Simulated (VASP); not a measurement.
# CoSi2 (km) (Fm-3m) in VASP: single point with PBEsol

Aim: the single point of CoSi2 (km) with PBEsol.

Everything below comes from runs of VASP 6.6.1. Logs are shortened: lines on timing, memory, paths and dates and some standing lists are left out, and cuts for length are marked.

## (1) The cell of the first run

It takes space group Fm-3m (No. 225, cubic). Conventional cell: a = 5.313 Å, b = 5.313 Å, c = 5.313 Å, α = 90.00°, β = 90.00°, γ = 90.00°. Co (site symmetry m-3m) has 8 Si at 2.30 Å within 3.0 Å. Within 3.0 Å of Si (site symmetry -43m) lie 4 Co at 2.30 Å and 6 Si at 2.66 Å.

## (2) Single point, PBEsol

The input, INCAR:

```
PREC     = Accurate       # precision mode
ENCUT    = 600            # plane-wave cutoff, eV
EDIFF    = 1E-6           # SCF threshold, eV
ISMEAR   = 0              # smearing method
SIGMA    = 0.1            # smearing width, eV
LREAL    = F              # projectors in reciprocal space
LASPH    = T              # aspherical terms in the spheres
NELM     = 120            # most SCF steps
ALGO     = Normal         # electronic algorithm
ISIF     = 2              # what is computed and relaxed
LWAVE    = F              # write WAVECAR
LCHARG   = F              # write CHGCAR
GGA      = PS             # functional
NBANDS   = 16             # bands
GGA_COMPAT= F
```

The input, KPOINTS:

```
regular mesh
0
Gamma
  6 6 6
```

The input, POSCAR:

```
CoSi2
1.0
    0.0000000000      2.6564198400      2.6564198400
    2.6564198400      0.0000000000      2.6564198400
    2.6564198400      2.6564198400      0.0000000000
Co Si
1 2
Direct
    0.0000000000      0.0000000000      0.0000000000
    0.7500000000      0.7500000000      0.7500000000
    0.2500000000      0.2500000000      0.2500000000
```

Potentials or basis: VASP PAW PBE potentials, release 64 (Co, Si).

On the command line:

```sh
> cat potpaw_PBE.64/Co/POTCAR potpaw_PBE.64/Si/POTCAR > POTCAR
> mpirun -np 1 vasp_std > vasp.out
```

OUTCAR:

```text
PREC = Accurate
   ENCUT = 600
   EDIFF = 1E-6
   ISMEAR = 0
   LREAL = F
   LASPH = T
   NELM = 120
   ISIF = 2
   GGA = PS

 ion  position               nearest neighbor table
   1  0.000  0.000  0.000-   2 2.30   2 2.30   2 2.30   2 2.30   3 2.30   3 2.30   3 2.30   3 2.30

   2  0.750  0.750  0.750-   1 2.30   1 2.30   1 2.30   1 2.30   3 2.66   3 2.66   3 2.66   3 2.66
                             3 2.66   3 2.66
   3  0.250  0.250  0.250-   1 2.30   1 2.30   1 2.30   1 2.30   2 2.66   2 2.66   2 2.66   2 2.66
                             2 2.66   2 2.66

  LATTYP: Found a face centered cubic cell.
 ALAT       =     5.3128396800

  Lattice vectors:

 A1 = (   0.0000000000,   2.6564198400,   2.6564198400)
 A2 = (   2.6564198400,   0.0000000000,   2.6564198400)
 A3 = (   2.6564198400,   2.6564198400,   0.0000000000)

Analysis of symmetry for initial positions (statically):
=====================================================================
 Subroutine PRICEL returns:
 Original cell was already a primitive cell.

 Routine SETGRP: Setting up the symmetry group for a
 face centered cubic supercell.

 Subroutine GETGRP returns: Found 48 space group operations
 (whereof 48 operations were pure point group operations)
 out of a pool of 48 trial point group operations.

The static configuration has the point symmetry O_h .

Analysis of symmetry for dynamics (positions and initial velocities):
=====================================================================
 Subroutine PRICEL returns:
 Original cell was already a primitive cell.

 Routine SETGRP: Setting up the symmetry group for a
 face centered cubic supercell.

 Subroutine GETGRP returns: Found 48 space group operations
 (whereof 48 operations were pure point group operations)
 out of a pool of 48 trial point group operations.

The dynamic configuration has the point symmetry O_h .

 Subroutine INISYM returns: Found 48 space group operations
 (whereof 48 operations are pure point group operations),
 and found     1 'primitive' translations

----------------------------------------------------------------------------------------

                                     Primitive cell

  volume of cell :      37.4904

  direct lattice vectors                    reciprocal lattice vectors
     0.000000000  2.656419840  2.656419840    -0.188223259  0.188223259  0.188223259
     2.656419840  0.000000000  2.656419840     0.188223259 -0.188223259  0.188223259
     2.656419840  2.656419840  0.000000000     0.188223259  0.188223259 -0.188223259

  length of vectors
     3.756744965  3.756744965  3.756744965     0.326012248  0.326012248  0.326012248

  position of ions in fractional coordinates (direct lattice)
     0.000000000  0.000000000  0.000000000
     0.750000000  0.750000000  0.750000000
     0.250000000  0.250000000  0.250000000

  ion indices of the primitive-cell ions
   primitive index   ion index
                 1           1
                 2           2
                 3           3

----------------------------------------------------------------------------------------

 KPOINTS: regular mesh

Automatic generation of k-mesh.
 Grid dimensions read from file:
 generate k-points for:    6    6    6

 Generating k-lattice:

  Cartesian coordinates                     Fractional coordinates (reciprocal lattice)
    -0.031370543  0.031370543  0.031370543     0.166666667  0.000000000  0.000000000
     0.031370543 -0.031370543  0.031370543     0.000000000  0.166666667  0.000000000
     0.031370543  0.031370543 -0.031370543     0.000000000  0.000000000  0.166666667

  Length of vectors
     0.054335375  0.054335375  0.054335375

  Shift w.r.t. Gamma in fractional coordinates (k-lattice)
     0.000000000  0.000000000  0.000000000

 Subroutine IBZKPT returns following result:
 ===========================================

 Found     16 irreducible k-points:

 Following reciprocal coordinates:
            Coordinates               Weight
  0.000000  0.000000  0.000000      1.000000
  0.166667  0.000000  0.000000      8.000000
  0.333333  0.000000  0.000000      8.000000
  0.500000  0.000000  0.000000      4.000000
  0.166667  0.166667  0.000000      6.000000
  0.333333  0.166667  0.000000     24.000000
[... 8 lines left out ...]
 -0.333333  0.333333  0.166667     24.000000
 -0.333333  0.500000  0.166667     12.000000
   k-points           NKPTS =     16   k-points in BZ     NKDIM =     16   number of bands    NBANDS=     16
   number of dos      NEDOS =    301   number of ions     NIONS =      3
   total plane-waves  NPLWV =  27000
   dimension x,y,z NGX =    30 NGY =   30 NGZ =   30
   dimension x,y,z NGXF=    60 NGYF=   60 NGZF=   60
   ions per type =               1   2
   NGX,Y,Z   is equivalent  to a cutoff of  13.28, 13.28, 13.28 a.u.
   NGXF,Y,Z  is equivalent  to a cutoff of  26.55, 26.55, 26.55 a.u.
 SYSTEM =  unknown system
   PREC   = accura    normal or accurate (medium, high low for compatibility)
   ISTART =      0    job   : 0-new  1-cont  2-samecut
   ICHARG =      2    charge: 1-file 2-atom 10-const
   ISPIN  =      1    spin polarized calculation?
   LNONCOLLINEAR =      F non collinear calculations
   LSORBIT =      F    spin-orbit coupling
   LASPH  =      T    aspherical Exc in radial PAW
   ENCUT  =  600.0 eV  44.10 Ry    6.64 a.u.   7.50  7.50  7.50*2*pi/ulx,y,z
   NELM   =    120;   NELMIN=  2; NELMDL= -5     # of ELM steps
   EDIFF  = 0.1E-05   stopping-criterion for ELM
   LREAL  =      F    real-space projection
   EDIFFG = 0.1E-04   stopping-criterion for IOM
   NSW    =      0    number of steps for IOM
   IBRION =     -1    ionic relax: 0-MD 1-quasi-New 2-CG
   NFREE  =      0    steps in history (QN), initial steepest desc. (CG)
   ISIF   =      2    stress and relaxation
   ISYM   =      2    0-nonsym 1-usesym 2-fastsym
   POTIM  = 0.5000    time-step for ionic-motion
   TEBEG  =    0.0;   TEEND  =   0.0 temperature during run
   PSTRESS=    0.0 pullay stress
   NELECT =      17.0000    total number of electrons
   NUPDOWN=      -1.0000    fix difference up-down
   EMIN   =  10.00;   EMAX   =-10.00  energy-range for DOS
   EFERMI =   0.00;   METHOD = LEGACY
   ISMEAR =     0;   SIGMA  =   0.10  broadening in eV -4-tet -1-fermi 0-gaus
   EFERMI_NEDOS =   21; number of points for ismear=-14 and -15
   IALGO  =     38    algorithm
   IMIX   =      4    mixing-type and parameters
     AMIX     =   0.40;   BMIX     =  1.00
     AMIX_MAG =   1.60;   BMIX_MAG =  1.00
  volume/ion in A,a.u.               =      12.50        84.33
  Fermi-wavevector in a.u.,A,eV,Ry     =   1.257721  2.376749 21.522552  1.581863
  Thomas-Fermi vector in A             =   2.391366
   LORBIT       =      0    0 simple, 1 ext, 2 COOP (PROOUT), +10 PAW based schemes
   GGA     = PS    functional components
   LHFCALC =     F    Hartree Fock is set to
   AEXX    =    0.0000 exact exchange contribution
   IVDW    =     0    specifies the selected vdW correction
   LEPSILON=     F    determine dielectric tensor
   LRPA    =     F    only Hartree local field effects (RPA)
 non-spin polarized calculation
 Gauss-broadening in eV      SIGMA  =   0.10
  energy-cutoff  :      600.00
  volume of cell :       37.49
 maximum number of plane-waves:      1272
   NGX = 15   NGY = 15   NGZ = 15

 number of electron      17.0000001 magnetization

 Free energy of the ion-electron system (eV)
  ---------------------------------------------------
  ext. energy  EPLUGINS =         0.00000000
  ---------------------------------------------------
  free energy    TOTEN  =       -20.97698266 eV

  energy without entropy =      -20.96836116  energy(sigma->0) =      -20.97267191

 E-fermi :  10.4703     XC(G=0): -11.9670

 val. band max:       10.0878277178   @ k =  -0.1667   0.1667   0.0000
 cond. band min:      10.4832179916   @ k =  -0.3333   0.1667   0.0000
 fundamental gap:      0.3953902738
 Fermi energy:        10.4703486798

 k-point     1 :       0.0000    0.0000    0.0000
  band No.  band energies     occupation
      1      -2.9822      2.00000
      2       6.1385      2.00000
      3       6.1385      2.00000
      4       6.1385      2.00000
      5       8.3459      2.00000
      6       8.3459      2.00000
[... 8 lines left out ...]
     15      16.0894      0.00000
     16      16.0894      0.00000

 k-point     2 :       0.1667    0.0000    0.0000
  band No.  band energies     occupation
      1      -2.5539      2.00000
      2       5.2056      2.00000
      3       6.2819      2.00000
      4       6.2819      2.00000
      5       8.2406      2.00000
      6       8.2406      2.00000
[... 8 lines left out ...]
     15      15.9270      0.00000
     16      16.7470      0.00000

 k-point     3 :       0.3333    0.0000    0.0000
  band No.  band energies     occupation
      1      -1.3050      2.00000
      2       3.0793      2.00000
      3       6.5439      2.00000
      4       6.5439      2.00000
      5       8.2720      2.00000
      6       8.2720      2.00000
[... 8 lines left out ...]
     15      18.3923      0.00000
     16      19.1882      0.00000

 k-point     4 :       0.5000    0.0000    0.0000
  band No.  band energies     occupation
      1       0.3999      2.00000
      2       0.9598      2.00000
      3       6.6303      2.00000
      4       6.6303      2.00000
      5       8.0842      2.00000
      6       8.6340      2.00000
[... 8 lines left out ...]
     15      20.7931      0.00000
     16      21.5604      0.00000
[... 172 lines left out ...]
 k-point    14 :       0.5000    0.3333    0.1667
  band No.  band energies     occupation
      1      -0.2320      2.00000
      2       3.2291      2.00000
      3       5.2786      2.00000
      4       6.0137      2.00000
      5       7.1431      2.00000
      6       8.1253      2.00000
[... 8 lines left out ...]
     15      20.1660      0.00000
     16      20.8957      0.00000

 k-point    15 :      -0.3333    0.3333    0.1667
  band No.  band energies     occupation
      1       1.4458      2.00000
      2       1.7093      2.00000
      3       4.9439      2.00000
      4       5.2240      2.00000
      5       7.5177      2.00000
      6       8.0773      2.00000
[... 8 lines left out ...]
     15      19.2749      0.00000
     16      22.7963      0.00000

 k-point    16 :      -0.3333    0.5000    0.1667
  band No.  band energies     occupation
      1       1.6385      2.00000
      2       2.8138      2.00000
      3       3.5105      2.00000
      4       5.0423      2.00000
      5       7.5218      2.00000
      6       8.1796      2.00000
[... 8 lines left out ...]
     15      21.4624      0.00000
     16      22.3641      0.00000

------------------------ aborting loop because EDIFF is reached ----------------------------------------

  FORCE on cell =-STRESS in cart. coord.  units (eV):
  Direction    XX          YY          ZZ          XY          YZ          ZX
  --------------------------------------------------------------------------------------
  -------------------------------------------------------------------------------------
  Total        0.0003613      0.0003613      0.0003613     -0.0000000     -0.0000000     -0.0000000
  in kB        0.0154400      0.0154400      0.0154400     -0.0000000     -0.0000000     -0.0000000
  external PRESSURE =       0.0154400 kB  Pullay stress =       0.0000000 kB

 VOLUME and BASIS-vectors are now :
 -----------------------------------------------------------------------------
  energy-cutoff  :      600.00
  volume of cell :       37.49
      direct lattice vectors                 reciprocal lattice vectors
     0.000000000  2.656419840  2.656419840    -0.188223259  0.188223259  0.188223259
     2.656419840  0.000000000  2.656419840     0.188223259 -0.188223259  0.188223259
     2.656419840  2.656419840  0.000000000     0.188223259  0.188223259 -0.188223259

 POSITION                                       TOTAL-FORCE (eV/Angst)
 -----------------------------------------------------------------------------------
      0.00000      0.00000      0.00000        -0.000000     -0.000000     -0.000000
      3.98463      3.98463      3.98463         0.000000      0.000000      0.000000
      1.32821      1.32821      1.32821        -0.000000     -0.000000     -0.000000
 -----------------------------------------------------------------------------------
    total drift:                                0.000000     -0.000000     -0.000000

  FREE ENERGIE OF THE ION-ELECTRON SYSTEM (eV)
  ---------------------------------------------------
  free  energy   TOTEN  =       -20.9769826630 eV

  energy  without entropy=      -20.9683611553  energy(sigma->0) =      -20.97267191
```

Wall time 29 s (1 thread of Intel Xeon 8259CL, shared host); peak memory 0.17 GiB.

Results:

```
Free energy : -20.9770 eV
Pressure    : 0.0 GPa
```

Caveat: the PAW data sets were made with another functional, which shifts forces and pressure a little.
